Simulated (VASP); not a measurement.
# C (P4/mmm) in VASP: notebook, part 3 of 4

VASP 6.6.1. Earlier steps stand in the parts before.

## Step 5: Single point, PBE, collinear spin

This run uses another cell than the first one, of 5.65 Å³/atom.

File INCAR:

```
PREC = Accurate
ENCUT = 600
EDIFF = 1E-6
ISMEAR = 0
SIGMA = 0.1
LREAL = False
LASPH = True
NELM = 200
ALGO = Normal
ISIF = 2
LWAVE = False
LCHARG = True
ISPIN = 2
MAGMOM = 1
LORBIT = 11
GGA = PE
LELF = True
LVHAR = True
NBANDS = 12
GGA_COMPAT = False
```

File KPOINTS:

```
Automatic mesh
0
Gamma
  10 10 10
```

File POSCAR:

```
C
1.0
    1.7431855643      0.0000000000      0.0000000000
    0.0000000000      1.7431855643      0.0000000000
    0.0000000000      0.0000000000      1.8582339952
C
1
Direct
    0.5000000000      0.5000000000      0.0000000000
```

Potentials or basis: VASP PAW PBE potentials, release 64 (C).

On the command line:

```bash
$ cat potpaw_PBE.64/C/POTCAR > POTCAR
$ mpirun -np 1 vasp_std > vasp.out
```

OUTCAR:

```text
PREC = Accurate
   ENCUT = 600
   EDIFF = 1E-6
   ISMEAR = 0
   LREAL = False
   LASPH = True
   NELM = 200
   ISIF = 2
   ISPIN = 2
   LORBIT = 11
   GGA = PE

 ion  position               nearest neighbor table
   1  0.500  0.500  0.000-

  LATTYP: Found a simple tetragonal cell.
 ALAT       =     1.7431855643
 C/A-ratio  =     1.0659989580

  Lattice vectors:

 A1 = (   1.7431855643,   0.0000000000,   0.0000000000)
 A2 = (   0.0000000000,   1.7431855643,   0.0000000000)
 A3 = (   0.0000000000,   0.0000000000,   1.8582339952)

Analysis of symmetry for initial positions (statically):
=====================================================================
 Subroutine PRICEL returns:
 Original cell was already a primitive cell.

 Routine SETGRP: Setting up the symmetry group for a
 simple tetragonal supercell.

 Subroutine GETGRP returns: Found 16 space group operations
 (whereof 16 operations were pure point group operations)
 out of a pool of 16 trial point group operations.

The static configuration has the point symmetry D_4h.

Analysis of symmetry for dynamics (positions and initial velocities):
=====================================================================
 Subroutine PRICEL returns:
 Original cell was already a primitive cell.

 Routine SETGRP: Setting up the symmetry group for a
 simple tetragonal supercell.

 Subroutine GETGRP returns: Found 16 space group operations
 (whereof 16 operations were pure point group operations)
 out of a pool of 16 trial point group operations.

The dynamic configuration has the point symmetry D_4h.

Analysis of structural, dynamic, and magnetic symmetry:
=====================================================================
 Subroutine PRICEL returns:
 Original cell was already a primitive cell.

 Routine SETGRP: Setting up the symmetry group for a
 simple tetragonal supercell.

 Subroutine GETGRP returns: Found 16 space group operations
 (whereof 16 operations were pure point group operations)
 out of a pool of 16 trial point group operations.

The overall configuration has the point symmetry D_4h.

 Subroutine INISYM returns: Found 16 space group operations
 (whereof 16 operations are pure point group operations),
 and found     1 'primitive' translations

----------------------------------------------------------------------------------------

                                     Primitive cell

  volume of cell :       5.6466

  direct lattice vectors                    reciprocal lattice vectors
     1.743185564  0.000000000  0.000000000     0.573662392  0.000000000  0.000000000
     0.000000000  1.743185564  0.000000000     0.000000000  0.573662392  0.000000000
     0.000000000  0.000000000  1.858233995     0.000000000  0.000000000  0.538145359

  length of vectors
     1.743185564  1.743185564  1.858233995     0.573662392  0.573662392  0.538145359

  position of ions in fractional coordinates (direct lattice)
     0.500000000  0.500000000  0.000000000

  ion indices of the primitive-cell ions
   primitive index   ion index
                 1           1

----------------------------------------------------------------------------------------

 KPOINTS: Automatic mesh

[... 73 lines left out ...]
   ISIF   =      2    stress and relaxation
   ISYM   =      2    0-nonsym 1-usesym 2-fastsym
   POTIM  = 0.5000    time-step for ionic-motion
   TEBEG  =    0.0;   TEEND  =   0.0 temperature during run
   PSTRESS=    0.0 pullay stress
   NELECT =       4.0000    total number of electrons
   NUPDOWN=      -1.0000    fix difference up-down
   EMIN   =  10.00;   EMAX   =-10.00  energy-range for DOS
   EFERMI =   0.00;   METHOD = LEGACY
   ISMEAR =     0;   SIGMA  =   0.10  broadening in eV -4-tet -1-fermi 0-gaus
   EFERMI_NEDOS =   21; number of points for ismear=-14 and -15
   IALGO  =     38    algorithm
   IMIX   =      4    mixing-type and parameters
     AMIX     =   0.40;   BMIX     =  1.00
     AMIX_MAG =   1.60;   BMIX_MAG =  1.00
  volume/ion in A,a.u.               =       5.65        38.11
  Fermi-wavevector in a.u.,A,eV,Ry     =   1.459371  2.757811 28.977181  2.129763
  Thomas-Fermi vector in A             =   2.575946
   LORBIT       =     11    0 simple, 1 ext, 2 COOP (PROOUT), +10 PAW based schemes
   GGA     = PE    functional components
   LHFCALC =     F    Hartree Fock is set to
   AEXX    =    0.0000 exact exchange contribution
   IVDW    =     0    specifies the selected vdW correction
   LEPSILON=     F    determine dielectric tensor
   LRPA    =     F    only Hartree local field effects (RPA)
 spin polarized calculation
 Gauss-broadening in eV      SIGMA  =   0.10
  energy-cutoff  :      600.00
  volume of cell :        5.65
 maximum number of plane-waves:       200
 NGX is ok and might be reduce to    14
   NGX =  7   NGY =  7   NGZ =  7

 number of electron       4.0000000 magnetization      -0.0000669

 number of electron       4.0000000 magnetization       0.0000146

 Free energy of the ion-electron system (eV)
  ---------------------------------------------------
  ext. energy  EPLUGINS =         0.00000000
  ---------------------------------------------------
  free energy    TOTEN  =        -6.50227116 eV

  energy without entropy =       -6.50120742  energy(sigma->0) =       -6.50173929

 E-fermi :  10.4688     XC(G=0): -13.7574

 val. band max:       10.4651605563   @ k =   0.4000   0.3000   0.4000
 cond. band min:      10.6471381496   @ k =   0.3000   0.3000   0.3000
 fundamental gap:      0.1819775933
 Fermi energy:        10.4688435283

 spin component 1

 k-point     1 :       0.0000    0.0000    0.0000
  band No.  band energies     occupation
      1     -11.2854      1.00000
      2      17.5364      0.00000
      3      21.1169      0.00000
      4      21.1169      0.00000
      5      33.6600      0.00000
      6      37.5830      0.00000
      7      42.5189      0.00000
      8      64.3740      0.00000
      9      67.1469      0.00000
     10      67.1469      0.00000
     11      76.7695      0.00000
     12      76.7695      0.00000
[... 333 lines left out ...]
      1      -9.3151      1.00000
      2      13.2461      0.00000
      3      16.8958      0.00000
      4      22.3427      0.00000
      5      37.5230      0.00000
      6      41.4205      0.00000
      7      46.2064      0.00000
      8      55.6073      0.00000
      9      61.1460      0.00000
     10      65.6890      0.00000
     11      71.1644      0.00000
     12      71.3981      0.00000

 [... further k-points ...]

 spin component 2

 k-point     1 :       0.0000    0.0000    0.0000
  band No.  band energies     occupation
      1     -11.2855      1.00000
      2      17.5365      0.00000
      3      21.1166      0.00000
      4      21.1166      0.00000
      5      33.6602      0.00000
      6      37.5830      0.00000
      7      42.5194      0.00000
      8      64.3744      0.00000
      9      67.1473      0.00000
     10      67.1473      0.00000
     11      76.7692      0.00000
     12      76.7692      0.00000
[... 333 lines left out ...]
      1      -9.3151      1.00000
      2      13.2460      0.00000
      3      16.8958      0.00000
      4      22.3424      0.00000
      5      37.5234      0.00000
      6      41.4208      0.00000
      7      46.2064      0.00000
      8      55.6074      0.00000
      9      61.1462      0.00000
     10      65.6893      0.00000
     11      71.1645      0.00000
     12      71.3980      0.00000

 [... further k-points ...]

------------------------ aborting loop because EDIFF is reached ----------------------------------------

  FORCE on cell =-STRESS in cart. coord.  units (eV):
  Direction    XX          YY          ZZ          XY          YZ          ZX
  --------------------------------------------------------------------------------------
  -------------------------------------------------------------------------------------
  Total       -0.0168015     -0.0168015     -0.0124213      0.0000000      0.0000000      0.0000000
  in kB       -4.7672976     -4.7672976     -3.5244475      0.0000000      0.0000000      0.0000000
  external PRESSURE =      -4.3530142 kB  Pullay stress =       0.0000000 kB

 VOLUME and BASIS-vectors are now :
 -----------------------------------------------------------------------------
  energy-cutoff  :      600.00
  volume of cell :        5.65
      direct lattice vectors                 reciprocal lattice vectors
     1.743185564  0.000000000  0.000000000     0.573662392  0.000000000  0.000000000
     0.000000000  1.743185564  0.000000000     0.000000000  0.573662392  0.000000000
     0.000000000  0.000000000  1.858233995     0.000000000  0.000000000  0.538145359

 POSITION                                       TOTAL-FORCE (eV/Angst)
 -----------------------------------------------------------------------------------
      0.87159      0.87159      0.00000         0.000000      0.000000      0.000000
 -----------------------------------------------------------------------------------
    total drift:                                0.000000      0.000000      0.000000

  FREE ENERGIE OF THE ION-ELECTRON SYSTEM (eV)
  ---------------------------------------------------
  free  energy   TOTEN  =        -6.5022711570 eV

  energy  without entropy=       -6.5012074242  energy(sigma->0) =       -6.50173929

 total charge

# of ion       s       p       d       tot
------------------------------------------
    1        0.879   1.417   0.000   2.297

 magnetization (x)

# of ion       s       p       d       tot
------------------------------------------
    1       -0.000  -0.000   0.000  -0.000
```

OSZICAR:

```text
N       E                     dE             d eps       ncg     rms          rms(c)
DAV:   1     0.237483406895E+01    0.23748E+01   -0.22476E+03  6664   0.307E+02
DAV:   2    -0.609389195850E+01   -0.84687E+01   -0.81435E+01  7472   0.705E+01
DAV:   3    -0.617030976224E+01   -0.76418E-01   -0.76319E-01  7176   0.475E+00
DAV:   4    -0.617032252071E+01   -0.12758E-04   -0.12758E-04  6980   0.758E-02
DAV:   5    -0.617032252247E+01   -0.17541E-08   -0.18415E-08  6936   0.823E-04    0.426E+00
DAV:   6    -0.648328706793E+01   -0.31296E+00   -0.21622E-02  6624   0.875E-01    0.154E+00
DAV:   7    -0.649724903058E+01   -0.13962E-01   -0.23313E-02  6624   0.707E-01    0.850E-01
DAV:   8    -0.650160946607E+01   -0.43604E-02   -0.85309E-03  6612   0.471E-01    0.343E-01
DAV:   9    -0.650222685368E+01   -0.61739E-03   -0.36602E-04  6916   0.120E-01    0.843E-02
DAV:  10    -0.650224981666E+01   -0.22963E-04   -0.79719E-05  6972   0.381E-02    0.356E-02
DAV:  11    -0.650226946263E+01   -0.19646E-04   -0.32041E-05  6772   0.279E-02    0.781E-03
DAV:  12    -0.650227096535E+01   -0.15027E-05   -0.18644E-06  6820   0.848E-03    0.414E-03
DAV:  13    -0.650227115704E+01   -0.19169E-06   -0.20824E-07  4668   0.278E-03
   1 F= -.65022712E+01 E0= -.65017393E+01  d E =-.106373E-02  mag=    -0.0000
```

stdout:

```text
POSCAR found type information on POSCAR C
 POSCAR found :  1 types and       1 ions
 scaLAPACK will be used
 LDA part: xc-table for (Slater+PW92), standard interpolation
 POSCAR, INCAR and KPOINTS ok, starting setup
 FFT: planning ... GRIDC
 FFT: planning ... GRID_SOFT
 FFT: planning ... GRID
 WAVECAR not read
 entering main loop
```

Run time: 26 s. Hardware: 1 thread of Intel Xeon 8259CL, shared host; peak memory 0.12 GiB.

What came out:

* Free energy: -6.5023 eV
* Pressure: -0.4 GPa
* Band gap on the k mesh: zero (filled and empty bands overlap)
* Net moment: 0.00 μB per cell
* Valence electrons inside the program's atomic spheres: C 2.30

Stress tensor (GPa, compression positive):
```
-0.48  0.00  0.00
 0.00 -0.48  0.00
 0.00  0.00 -0.35
```

Levels at points of the mesh, in eV from the Fermi level:
Spin up:
```csv
k point,band 1,band 2,band 3,band 4,band 5,band 6,band 7
"(0.00, 0.00, 0.00)",-21.75,7.07,10.65,10.65,23.19,27.11,32.05
"(0.50, 0.00, 0.00)",-11.80,-11.74,10.95,14.11,28.85,32.54,36.08
"(0.50, 0.50, 0.00)",-5.37,-5.37,-1.16,9.05,14.08,39.85,39.85
"(0.00, 0.00, 0.50)",-13.73,-11.93,13.18,13.18,30.38,33.64,41.06
"(0.50, 0.00, 0.50)",-6.73,-5.17,-3.35,8.17,16.08,42.19,42.39
"(0.50, 0.50, 0.50)",-1.31,-1.31,0.40,8.53,17.05,17.99,17.99
```
Spin down:
```csv
k point,band 1,band 2,band 3,band 4,band 5
"(0.00, 0.00, 0.00)",-21.75,7.07,10.65,10.65,23.19
"(0.50, 0.00, 0.00)",-11.80,-11.74,10.95,14.11,28.85
"(0.50, 0.50, 0.00)",-5.37,-5.37,-1.16,9.05,14.08
"(0.00, 0.00, 0.50)",-13.73,-11.93,13.18,13.18,30.38
"(0.50, 0.00, 0.50)",-6.73,-5.17,-3.35,8.17,16.08
"(0.50, 0.50, 0.50)",-1.31,-1.31,0.40,8.53,17.05
```

Caveat: the k points lie up to 0.36 Å⁻¹ apart, too coarse for converged energies and pressures of a metal.

## Step 6: Single point, PBE, collinear spin

File INCAR:

```
PREC = Accurate
ENCUT = 600
EDIFF = 1E-6
ISMEAR = 0
SIGMA = 0.1
LREAL = F
LASPH = T
NELM = 200
ALGO = Normal
ISIF = 2
LWAVE = F
LCHARG = F
ISPIN = 2
MAGMOM = 1
LORBIT = 11
GGA = PE
NBANDS = 12
GGA_COMPAT = F
```

File KPOINTS:

```
regular mesh
0
Gamma
  10 10 10
```

File POSCAR:

```
C
1.0
    1.8019917600      0.0000000000      0.0000000000
    0.0000000000      1.8019917600      0.0000000000
    0.0000000000      0.0000000000      1.8497099500
C
1
Direct
    0.5000000000      0.5000000000      0.0000000000
```

Potentials or basis: VASP PAW PBE potentials, release 64 (C).

On the command line:

```bash
$ cat potpaw_PBE.64/C/POTCAR > POTCAR
$ mpirun -np 1 vasp_std > vasp.out
```

OUTCAR:

```text
PREC = Accurate
   ENCUT = 600
   EDIFF = 1E-6
   ISMEAR = 0
   LREAL = F
   LASPH = T
   NELM = 200
   ISIF = 2
   ISPIN = 2
   LORBIT = 11
   GGA = PE

 ion  position               nearest neighbor table
   1  0.500  0.500  0.000-

  LATTYP: Found a simple tetragonal cell.
 ALAT       =     1.8019917600
 C/A-ratio  =     1.0264808037

  Lattice vectors:

 A1 = (   1.8019917600,   0.0000000000,   0.0000000000)
[... 930 lines left out ...]
  --------------------------------------------------------------------------------------
  -------------------------------------------------------------------------------------
  Total       -0.8599765     -0.8599765     -0.3347266      0.0000000     -0.0000000     -0.0000000
  in kB     -229.3971145   -229.3971145    -89.2876775      0.0000000     -0.0000000     -0.0000000
  external PRESSURE =    -182.6939688 kB  Pullay stress =       0.0000000 kB

 VOLUME and BASIS-vectors are now :
 -----------------------------------------------------------------------------
  energy-cutoff  :      600.00
  volume of cell :        6.01
      direct lattice vectors                 reciprocal lattice vectors
     1.801991760  0.000000000  0.000000000     0.554941494  0.000000000  0.000000000
     0.000000000  1.801991760  0.000000000     0.000000000  0.554941494  0.000000000
     0.000000000  0.000000000  1.849709950     0.000000000  0.000000000  0.540625302

 POSITION                                       TOTAL-FORCE (eV/Angst)
 -----------------------------------------------------------------------------------
      0.90100      0.90100      0.00000         0.000000      0.000000      0.000000
 -----------------------------------------------------------------------------------
    total drift:                                0.000000      0.000000      0.000000

  FREE ENERGIE OF THE ION-ELECTRON SYSTEM (eV)
  ---------------------------------------------------
  free  energy   TOTEN  =        -6.4659666319 eV

  energy  without entropy=       -6.4644927720  energy(sigma->0) =       -6.46522970

 total charge

# of ion       s       p       d       tot
------------------------------------------
    1        0.885   1.357   0.000   2.242

 magnetization (x)

# of ion       s       p       d       tot
------------------------------------------
    1        0.000   0.000   0.000   0.000
```

stdout:

```text
POSCAR found type information on POSCAR C
 POSCAR found :  1 types and       1 ions
 scaLAPACK will be used
 LDA part: xc-table for (Slater+PW92), standard interpolation
 POSCAR, INCAR and KPOINTS ok, starting setup
 FFT: planning ... GRIDC
 FFT: planning ... GRID_SOFT
 FFT: planning ... GRID
 WAVECAR not read
 entering main loop
```

Wall time 25 s (1 thread of Intel Xeon 8259CL, shared host); peak memory 0.12 GiB.

What came out:

```
Free energy                                           : -6.4660 eV
Pressure                                              : -18.3 GPa
Band gap on the k mesh                                : zero (filled and empty bands overlap)
Net moment                                            : 0.00 μB per cell
Valence electrons inside the program's atomic spheres : C 2.24
```

Caveat: the cell stands under tension.

(Part 3 of 4 ends here.)
